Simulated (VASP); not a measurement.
Here is a VASP 6.6.1 calculation.

Contents of INCAR:

```
ALGO = Fast
EDIFF = 1E-7
ENCUT = 520
GGA = PS
ISIF = 2
ISMEAR = 0
LASPH = T
LCHARG = F
LREAL = F
LWAVE = F
NBANDS = 36
NELM = 80
PREC = Accurate
SIGMA = 0.05
```

File KPOINTS:

```
k-points
0
Gamma
  6 9 3
```

Contents of POSCAR:

```
Si
1.0
    5.4328540087      0.0000000000      0.0000000000
    0.0000000000      2.7164270044     -2.7164270044
    1.3582135022      8.4888343886      7.8097276375
Si
12
Direct
    0.4375041667     -0.0312479167      0.2499833333
   -0.1041625000      0.4479187500      0.4166500000
    0.3541708333     -0.0729145833      0.5833166667
   -0.1874958333      0.4062520833      0.7499833333
    0.2708375000     -0.1145812500      0.9166500000
   -0.0208291667      0.4895854167      0.0833166667
    0.6458375000     -0.0520812500      0.4166500000
    0.1041708333      0.4270854167      0.5833166667
    0.5625041667     -0.0937479167      0.7499833333
    0.0208375000      0.3854187500      0.9166500000
    0.7291708333     -0.0104145833      0.0833166667
    0.1875041667      0.4687520833      0.2499833333
```

Potentials or basis: VASP PAW PBE potentials, release 64 (Si).

Run with:

```bash
$ cat potpaw_PBE.64/Si/POTCAR > POTCAR
$ mpirun -np 1 vasp_std > vasp.out
```

Q: Estimate the pressure.

A: 2.5 GPa.

Q: Estimate the largest force.

A: 6.659 eV/Å.

Q: Predict the band gap on the k mesh.

A: Zero (bands 24 and 25 overlap by 1.28 eV).

Stress tensor (GPa, compression positive):
```
 0.32 -1.49 -1.68
-1.49  4.76  3.49
-1.68  3.49  2.45
```

Caveat: the cell differs from its parent crystal (the part above a cut slid along it); the PAW data sets were made with another functional, which shifts forces and pressure a little.
